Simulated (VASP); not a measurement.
# Sb (R-3m) in VASP: a series of runs

Aim: see how the results for Sb move with the level of theory and the settings. Levels: r2SCANh, PBE0, PBEsol, B3LYP5. Tasks: single point.

All numbers are computed with VASP 6.6.1; they aren't measurements. Logs are shortened: lines on timing, memory, paths and dates and some standing lists are left out, and cuts for length are marked.

## (1) The cell of the first run

Symmetry: R-3m, No. 166, trigonal system. Conventional cell: a = 4.308 Å, b = 4.308 Å, c = 11.274 Å, α = 90.00°, β = 90.00°, γ = 120.00°. Sb (site symmetry 3m) has 6 Sb at 2.91 to 3.35 Å within 3.8 Å.

## (2) Single point, r2SCANh

POSCAR

```
Sb
1.0
    2.1542000000      1.2437279499      3.7580000000
   -2.1542000000      1.2437279499      3.7580000000
    0.0000000000     -2.4874558998      3.7580000000
Sb
2
Direct
    0.7665100000      0.7665100000      0.7665100000
    0.2334900000      0.2334900000      0.2334900000
```

INCAR.step1

```
SYSTEM = Sb
  PREC = Accurate
  ENCUT = 440
  EDIFF = 1E-5
  ISMEAR = -1
  SIGMA = 0.05
  LREAL = .FALSE.
  LASPH = .TRUE.
  NELM = 120
  ALGO = Normal
  ISIF = 2
  LWAVE = .TRUE.
  LCHARG = .FALSE.
  NBANDS = 22
  GGA = PE
  GGA_COMPAT = .FALSE.
```

INCAR.step2

```
SYSTEM = Sb
  PREC = Accurate
  ENCUT = 440
  EDIFF = 1E-6
  ISMEAR = -1
  SIGMA = 0.05
  LREAL = .FALSE.
  LASPH = .TRUE.
  NELM = 120
  ALGO = Normal
  ISIF = 2
  LWAVE = .FALSE.
  LCHARG = .FALSE.
  METAGGA = R2SCAN
  LHFCALC = .TRUE.
  AEXX = 0.1
  LMIXTAU = .TRUE.
  PRECFOCK = Normal
  NBANDS = 22
  ISTART = 1
  GGA_COMPAT = .FALSE.
```

KPOINTS

```
regular mesh
0
G
  4 4 4
  0 0 0
```

Potentials or basis: VASP PAW PBE potentials, release 64 (Sb_d_GW).

On the command line:

```
> cat potpaw_PBE.64/Sb_d_GW/POTCAR > POTCAR
> cp INCAR.step1 INCAR
> mpirun -np 1 vasp_std > vasp.out
> cp INCAR.step2 INCAR
> mpirun -np 1 vasp_std > vasp.out
```

OUTCAR:

```text
SYSTEM = Sb
   PREC = Accurate
   ENCUT = 440
   EDIFF = 1E-6
   ISMEAR = -1
   LREAL = .FALSE.
   LASPH = .TRUE.
   NELM = 120
   ISIF = 2
   METAGGA = R2SCAN
   LHFCALC = .TRUE.
   AEXX = 0.1
   PRECFOCK = Normal
   ISTART = 1

 ion  position               nearest neighbor table
   1  0.767  0.767  0.767-   2 2.91   2 2.91   2 2.91   2 3.35   2 3.35   2 3.35
   2  0.233  0.233  0.233-   1 2.91   1 2.91   1 2.91   1 3.35   1 3.35   1 3.35

  LATTYP: Found a trigonal (rhomboedric) cell.
 ALAT       =     4.5066618304
 COS(alpha) =     0.5430253624

  Lattice vectors:

 A1 = (   2.1542000000,   1.2437279499,   3.7580000000)
 A2 = (  -2.1542000000,   1.2437279499,   3.7580000000)
 A3 = (   0.0000000000,  -2.4874558998,   3.7580000000)

Analysis of symmetry for initial positions (statically):
=====================================================================
 Subroutine PRICEL returns:
 Original cell was already a primitive cell.

 Routine SETGRP: Setting up the symmetry group for a
 trigonal (rhombohedral) supercell.

 Subroutine GETGRP returns: Found 12 space group operations
 (whereof 12 operations were pure point group operations)
 out of a pool of 12 trial point group operations.

The static configuration has the point symmetry D_3d.

Analysis of symmetry for dynamics (positions and initial velocities):
=====================================================================
 Subroutine PRICEL returns:
 Original cell was already a primitive cell.

 Routine SETGRP: Setting up the symmetry group for a
 trigonal (rhombohedral) supercell.

 Subroutine GETGRP returns: Found 12 space group operations
 (whereof 12 operations were pure point group operations)
 out of a pool of 12 trial point group operations.

The dynamic configuration has the point symmetry D_3d.

 Subroutine INISYM returns: Found 12 space group operations
 (whereof 12 operations are pure point group operations),
 and found     1 'primitive' translations

----------------------------------------------------------------------------------------

                                     Primitive cell

  volume of cell :      60.4115

  direct lattice vectors                    reciprocal lattice vectors
     2.154200000  1.243727950  3.758000000     0.232104726  0.134005726  0.088699663
    -2.154200000  1.243727950  3.758000000    -0.232104726  0.134005726  0.088699663
     0.000000000 -2.487455900  3.758000000     0.000000000 -0.268011452  0.088699663

  length of vectors
     4.506661830  4.506661830  4.506661830     0.282307932  0.282307932  0.282307932

  position of ions in fractional coordinates (direct lattice)
     0.766510000  0.766510000  0.766510000
     0.233490000  0.233490000  0.233490000

  ion indices of the primitive-cell ions
   primitive index   ion index
                 1           1
                 2           2

----------------------------------------------------------------------------------------

 KPOINTS: regular mesh

Automatic generation of k-mesh.
 Grid dimensions read from file:
 generate k-points for:    4    4    4

 Generating k-lattice:

  Cartesian coordinates                     Fractional coordinates (reciprocal lattice)
     0.058026181  0.033501431  0.022174916     0.250000000  0.000000000  0.000000000
    -0.058026181  0.033501431  0.022174916     0.000000000  0.250000000  0.000000000
     0.000000000 -0.067002863  0.022174916     0.000000000  0.000000000  0.250000000

  Length of vectors
     0.070576983  0.070576983  0.070576983

  Shift w.r.t. Gamma in fractional coordinates (k-lattice)
     0.000000000  0.000000000  0.000000000

 Subroutine IBZKPT returns following result:
 ===========================================

 Found     13 irreducible k-points:

 Following reciprocal coordinates:
            Coordinates               Weight
  0.000000  0.000000  0.000000      1.000000
  0.250000 -0.000000  0.000000      6.000000
  0.500000 -0.000000  0.000000      3.000000
  0.250000  0.250000  0.000000      6.000000
  0.500000  0.250000 -0.000000     12.000000
 -0.250000  0.250000  0.000000      6.000000
  0.500000  0.500000  0.000000      3.000000
  0.250000  0.250000  0.250000      2.000000
  0.500000  0.250000  0.250000      6.000000
 -0.250000  0.250000  0.250000      6.000000
  0.500000  0.500000  0.250000      6.000000
 -0.250000  0.500000  0.250000      6.000000
  0.500000  0.500000  0.500000      1.000000
   k-points           NKPTS =     13   k-points in BZ     NKDIM =     64   number of bands    NBANDS=     22
   number of dos      NEDOS =    301   number of ions     NIONS =      2
   total plane-waves  NPLWV =  32768
   dimension x,y,z NGX =    32 NGY =   32 NGZ =   32
   dimension x,y,z NGXF=    64 NGYF=   64 NGZF=   64
   ions per type =               2
   NGX,Y,Z   is equivalent  to a cutoff of  11.80, 11.80, 11.80 a.u.
   NGXF,Y,Z  is equivalent  to a cutoff of  23.61, 23.61, 23.61 a.u.
 SYSTEM =  Sb
   PREC   = accura    normal or accurate (medium, high low for compatibility)
   ISTART =      1    job   : 0-new  1-cont  2-samecut
   ICHARG =      0    charge: 1-file 2-atom 10-const
   ISPIN  =      1    spin polarized calculation?
   LNONCOLLINEAR =      F non collinear calculations
   LSORBIT =      F    spin-orbit coupling
   LASPH  =      T    aspherical Exc in radial PAW
   ENCUT  =  440.0 eV  32.34 Ry    5.69 a.u.   7.71  7.71  7.71*2*pi/ulx,y,z
   NELM   =    120;   NELMIN=  2; NELMDL=  0     # of ELM steps
   EDIFF  = 0.1E-05   stopping-criterion for ELM
   LREAL  =      F    real-space projection
   EDIFFG = 0.1E-04   stopping-criterion for IOM
   NSW    =      0    number of steps for IOM
   IBRION =     -1    ionic relax: 0-MD 1-quasi-New 2-CG
   NFREE  =      0    steps in history (QN), initial steepest desc. (CG)
   ISIF   =      2    stress and relaxation
   ISYM   =      3    0-nonsym 1-usesym 2-fastsym
   POTIM  = 0.5000    time-step for ionic-motion
   TEBEG  =    0.0;   TEEND  =   0.0 temperature during run
   PSTRESS=    0.0 pullay stress
   NELECT =      30.0000    total number of electrons
   NUPDOWN=      -1.0000    fix difference up-down
   EMIN   =  10.00;   EMAX   =-10.00  energy-range for DOS
   EFERMI =   0.00;   METHOD = LEGACY
   ISMEAR =    -1;   SIGMA  =   0.05  broadening in eV -4-tet -1-fermi 0-gaus
   EFERMI_NEDOS =   21; number of points for ismear=-14 and -15
   IALGO  =     38    algorithm
   IMIX   =      1    mixing-type and parameters
     AMIX     =   0.40;   BMIX     =  1.00
     AMIX_MAG =   1.60;   BMIX_MAG =  1.00
  volume/ion in A,a.u.               =      30.21       203.84
  Fermi-wavevector in a.u.,A,eV,Ry     =   1.296409  2.449858 22.866996  1.680677
  Thomas-Fermi vector in A             =   2.427867
   LORBIT       =      0    0 simple, 1 ext, 2 COOP (PROOUT), +10 PAW based schemes
   METAGGA = R2SCAN    functional components
   LHFCALC =     T    Hartree Fock is set to
   PRECFOCK=normal    Normal, Fast or Accurate (Low or Medium for compatibility)
   ENCUT4O =  -1.0   cutoff for four orbital integrals eV
   NKREDX  =     1    reduce k-point grid by
   NKREDY  =     1    reduce k-point grid by
   NKREDZ  =     1    reduce k-point grid by
   AEXX    =    0.1000 exact exchange contribution
   HFSCREEN=    0.0000 screening length (either q_TF or 0.3 A-1)
   HFSCREENC=   0.0000 screening length for correlation (either q_TF or 0.3 A-1)
   ENCUTFOCK=  -1.0 apply spherical cutoff to Coloumb kernel
   IVDW    =     0    specifies the selected vdW correction
   LEPSILON=     F    determine dielectric tensor
   LRPA    =     F    only Hartree local field effects (RPA)
 non-spin polarized calculation
  energy-cutoff  :      440.00
  volume of cell :       60.41
 maximum number of plane-waves:      1285
 NGX is ok and might be reduce to    32
  NGX = 24; NGY = 24; NGZ = 24

 number of electron      29.9999995 magnetization

 Free energy of the ion-electron system (eV)
  ---------------------------------------------------
  ext. energy  EPLUGINS =         0.00000000
  ---------------------------------------------------
  free energy    TOTEN  =       -48.30969758 eV

  energy without entropy =      -48.30946223  energy(sigma->0) =      -48.30957991

 E-fermi :   5.1500     XC(G=0):  -9.7249

 val. band max:        4.9253841519   @ k =   0.5000   0.5000   0.5000
 cond. band min:       5.4283278484   @ k =   0.5000  -0.0000   0.0000
 fundamental gap:      0.5029436966
 Fermi energy:         5.1500097522

 k-point     1 :       0.0000    0.0000    0.0000
  band No.  band energies     occupation
      1     -26.1066      2.00000
      2     -26.1066      2.00000
      3     -26.0084      2.00000
      4     -26.0084      2.00000
      5     -25.9684      2.00000
      6     -25.8794      2.00000
[... 14 lines left out ...]
     21      11.2368      0.00000
     22      12.6960      0.00000

 k-point     2 :       0.2500   -0.0000    0.0000
  band No.  band energies     occupation
      1     -26.0818      2.00000
      2     -26.0692      2.00000
      3     -25.9957      2.00000
      4     -25.9861      2.00000
      5     -25.9534      2.00000
      6     -25.8967      2.00000
[... 14 lines left out ...]
     21      12.0920      0.00000
     22      16.2587      0.00000

 k-point     3 :       0.5000   -0.0000    0.0000
  band No.  band energies     occupation
      1     -26.0501      2.00000
      2     -26.0029      2.00000
      3     -25.9750      2.00000
      4     -25.9508      2.00000
      5     -25.9435      2.00000
      6     -25.9317      2.00000
[... 14 lines left out ...]
     21      15.4602      0.00000
     22      15.4830      0.00000

 k-point     4 :       0.2500    0.2500    0.0000
  band No.  band energies     occupation
      1     -26.1031      2.00000
      2     -26.0436      2.00000
      3     -26.0033      2.00000
      4     -25.9793      2.00000
      5     -25.9490      2.00000
      6     -25.9031      2.00000
[... 14 lines left out ...]
     21      13.2015      0.00000
     22      14.4838      0.00000

 k-point     5 :       0.5000    0.2500   -0.0000
  band No.  band energies     occupation
      1     -26.0793      2.00000
      2     -26.0037      2.00000
      3     -25.9812      2.00000
      4     -25.9651      2.00000
      5     -25.9335      2.00000
      6     -25.9310      2.00000
[... 14 lines left out ...]
     21      15.5007      0.00000
     22      16.0044      0.00000

 k-point     6 :      -0.2500    0.2500    0.0000
  band No.  band energies     occupation
      1     -26.0782      2.00000
      2     -25.9921      2.00000
      3     -25.9798      2.00000
      4     -25.9675      2.00000
      5     -25.9494      2.00000
      6     -25.9264      2.00000
[... 14 lines left out ...]
     21      14.3228      0.00000
     22      15.5576      0.00000

 k-point     7 :       0.5000    0.5000    0.0000
  band No.  band energies     occupation
      1     -26.0994      2.00000
      2     -26.0184      2.00000
      3     -25.9921      2.00000
      4     -25.9390      2.00000
      5     -25.9379      2.00000
      6     -25.9261      2.00000
[... 14 lines left out ...]
     21      16.3928      0.00000
     22      17.1317      0.00000

 k-point     8 :       0.2500    0.2500    0.2500
  band No.  band energies     occupation
      1     -26.0825      2.00000
      2     -26.0825      2.00000
      3     -25.9987      2.00000
      4     -25.9987      2.00000
      5     -25.9583      2.00000
      6     -25.8868      2.00000
[... 14 lines left out ...]
     21      12.0923      0.00000
     22      15.5096      0.00000

 k-point     9 :       0.5000    0.2500    0.2500
  band No.  band energies     occupation
      1     -26.0627      2.00000
      2     -26.0519      2.00000
      3     -25.9842      2.00000
      4     -25.9793      2.00000
      5     -25.9494      2.00000
      6     -25.8978      2.00000
[... 14 lines left out ...]
     21      13.6542      0.00000
     22      15.2076      0.00000

 k-point    10 :      -0.2500    0.2500    0.2500
  band No.  band energies     occupation
      1     -26.0773      2.00000
      2     -26.0109      2.00000
      3     -25.9852      2.00000
      4     -25.9417      2.00000
      5     -25.9379      2.00000
      6     -25.9354      2.00000
[... 14 lines left out ...]
     21      15.7629      0.00000
     22      16.5357      0.00000

 k-point    11 :       0.5000    0.5000    0.2500
  band No.  band energies     occupation
      1     -26.0785      2.00000
      2     -26.0358      2.00000
      3     -25.9924      2.00000
      4     -25.9722      2.00000
      5     -25.9429      2.00000
      6     -25.9073      2.00000
[... 14 lines left out ...]
     21      15.1100      0.00000
     22      16.3492      0.00000

 k-point    12 :      -0.2500    0.5000    0.2500
  band No.  band energies     occupation
      1     -26.0768      2.00000
      2     -26.0182      2.00000
      3     -25.9758      2.00000
      4     -25.9734      2.00000
      5     -25.9322      2.00000
      6     -25.9256      2.00000
[... 14 lines left out ...]
     21      16.8912      0.00000
     22      16.9097      0.00000

 k-point    13 :       0.5000    0.5000    0.5000
  band No.  band energies     occupation
      1     -26.0524      2.00000
      2     -26.0524      2.00000
      3     -25.9875      2.00000
      4     -25.9875      2.00000
      5     -25.9453      2.00000
      6     -25.8935      2.00000
[... 14 lines left out ...]
     21      14.9975      0.00000
     22      15.5267      0.00000

------------------------ aborting loop because EDIFF is reached ----------------------------------------

  FORCE on cell =-STRESS in cart. coord.  units (eV):
  Direction    XX          YY          ZZ          XY          YZ          ZX
  --------------------------------------------------------------------------------------
  -------------------------------------------------------------------------------------
  Total        0.5308768      0.5308768      0.2432221     -0.0000000     -0.0000000     -0.0000000
  in kB       14.0794242     14.0794242      6.4505119     -0.0000000     -0.0000000     -0.0000000
  external PRESSURE =      11.5364534 kB  Pullay stress =       0.0000000 kB

 VOLUME and BASIS-vectors are now :
 -----------------------------------------------------------------------------
  energy-cutoff  :      440.00
  volume of cell :       60.41
      direct lattice vectors                 reciprocal lattice vectors
     2.154200000  1.243727950  3.758000000     0.232104726  0.134005726  0.088699663
    -2.154200000  1.243727950  3.758000000    -0.232104726  0.134005726  0.088699663
     0.000000000 -2.487455900  3.758000000     0.000000000 -0.268011452  0.088699663

 POSITION                                       TOTAL-FORCE (eV/Angst)
 -----------------------------------------------------------------------------------
      0.00000      0.00000      8.64163         0.000000      0.000000      0.318630
      0.00000      0.00000      2.63237         0.000000      0.000000     -0.318630
 -----------------------------------------------------------------------------------
    total drift:                                0.000001     -0.000002      0.000003

  FREE ENERGIE OF THE ION-ELECTRON SYSTEM (eV)
  ---------------------------------------------------
  free  energy   TOTEN  =       -48.3096975845 eV

  energy  without entropy=      -48.3094622261  energy(sigma->0) =      -48.30957991
```

Run time: 29 min. Hardware: 1 thread of Intel Xeon Platinum 8259CL at 2.50GHz (Skylake/Cascade Lake), shared host; peak memory 0.21 GiB.

Results:

| Item | Value |
| --- | --- |
| Free energy | -48.3097 eV |
| Pressure | 1.2 GPa |
| Largest force | 0.319 eV/Å |

Forces in eV/Å, atoms in the order of the input:
```
Sb   0.000  0.000  0.319
Sb   0.000  0.000 -0.319
```

Stress tensor (GPa, compression positive):
```
1.41 0.00 0.00
0.00 1.41 0.00
0.00 0.00 0.65
```

Levels at points of the mesh, in eV from the Fermi level:
```
           k point  band 13  band 14  band 15  band 16  band 17  band 18
(0.00, 0.00, 0.00)    -2.40    -2.09    -2.09     2.60     3.26     3.26
(0.50, 0.00, 0.00)    -2.23    -2.11    -0.40     0.28     0.67     0.83
(0.50, 0.50, 0.00)    -5.99    -4.22    -4.11     2.09     5.71     6.37
(0.50, 0.50, 0.50)    -1.53    -1.53    -0.22     0.40     0.40     1.55
```

Caveat: the k points lie up to 0.44 Å⁻¹ apart; the PAW data sets were made with another functional, which shifts forces and pressure a little; spin-orbit coupling is left out, which moves the levels of the heavy elements.

## (3) Single point, PBE0

This run uses another cell than the first one, of 28.39 Å³/atom.

POSCAR

```
Sb
1.0
    2.1102243954      1.2183386227      3.6812845966
   -2.1102243954      1.2183386227      3.6812845966
    0.0000000000     -2.4366772455      3.6812845966
Sb
2
Direct
    0.7665100000      0.7665100000      0.7665100000
    0.2334900000      0.2334900000      0.2334900000
```

INCAR.step1

```
SYSTEM = Sb
ALGO     = Normal         ! electronic algorithm
EDIFF    = 1E-5           ! SCF threshold, eV
ENCUT    = 400            ! plane-wave cutoff, eV
GGA      = PE             ! functional
GGA_COMPAT= .FALSE.      
ISIF     = 2              ! what is computed and relaxed
ISMEAR   = -1             ! smearing method
LASPH    = .TRUE.         ! aspherical terms in the spheres
LCHARG   = .FALSE.        ! write CHGCAR
LREAL    = .FALSE.        ! projectors in reciprocal space
LWAVE    = .TRUE.         ! write WAVECAR
NBANDS   = 22             ! bands
NELM     = 120            ! most SCF steps
PREC     = Accurate       ! precision mode
SIGMA    = 0.05           ! smearing width, eV
```

INCAR.step2

```
SYSTEM = Sb
AEXX     = 0.25           ! exact-exchange fraction
ALGO     = Normal         ! electronic algorithm
EDIFF    = 1E-6           ! SCF threshold, eV
ENCUT    = 400            ! plane-wave cutoff, eV
GGA      = PE             ! functional
GGA_COMPAT= .FALSE.      
ISIF     = 2              ! what is computed and relaxed
ISMEAR   = -1             ! smearing method
ISTART   = 1            
LASPH    = .TRUE.         ! aspherical terms in the spheres
LCHARG   = .FALSE.        ! write CHGCAR
LHFCALC  = .TRUE.         ! exact exchange
LREAL    = .FALSE.        ! projectors in reciprocal space
LWAVE    = .FALSE.        ! write WAVECAR
NBANDS   = 22             ! bands
NELM     = 120            ! most SCF steps
PREC     = Accurate       ! precision mode
PRECFOCK = Normal       
SIGMA    = 0.05           ! smearing width, eV
```

KPOINTS

```
k-points
0
G
  4 4 4
  0 0 0
```

Potentials or basis: VASP PAW PBE potentials, release 64 (Sb_d_GW).

On the command line:

```
> cat potpaw_PBE.64/Sb_d_GW/POTCAR > POTCAR
> cp INCAR.step1 INCAR
> mpirun -np 1 vasp_std > vasp.out
> cp INCAR.step2 INCAR
> mpirun -np 1 vasp_std > vasp.out
```

Run time: 14 min. Hardware: 1 thread of Intel Xeon 6975P-C (Granite Rapids), shared host; peak memory 0.19 GiB.

The run converged. Its results:

- Free energy: -10.9768 eV
- Pressure: 4.7 GPa
- Largest force: 0.022 eV/Å
- Band gap on the k mesh: 0.84 eV (least direct gap 0.99 eV)

Forces in eV/Å, atoms in the order of the input:
```
Sb   0.000  0.000  0.022
Sb   0.000  0.000 -0.022
```

Stress tensor (GPa, compression positive):
```
5.21 0.00 0.00
0.00 5.21 0.00
0.00 0.00 3.58
```

Levels at points of the mesh, in eV from the valence-band top:
| k point | band 12 | band 13 | band 14 | band 15 | band 16 | band 17 | band 18 | band 19 |
| --- | --- | --- | --- | --- | --- | --- | --- | --- |
| (0.00, 0.00, 0.00) | -4.66 | -2.49 | -2.12 | -2.12 | 3.32 | 4.13 | 4.13 | 6.42 |
| (0.50, 0.00, 0.00) | -11.03 | -2.30 | -2.15 | -0.29 | 0.84 | 1.20 | 1.42 | 9.19 |
| (0.50, 0.50, 0.00) | -8.90 | -6.46 | -4.55 | -4.38 | 2.38 | 6.87 | 7.41 | 9.30 |
| (0.50, 0.50, 0.50) | -10.34 | -1.55 | -1.55 | 0.00 | 0.99 | 0.99 | 2.17 | 8.68 |

Caveat: the k points lie up to 0.45 Å⁻¹ apart; the PAW data sets were made with another functional, which shifts forces and pressure a little; spin-orbit coupling is left out, which moves the levels of the heavy elements.

[end of part 1 of 2]
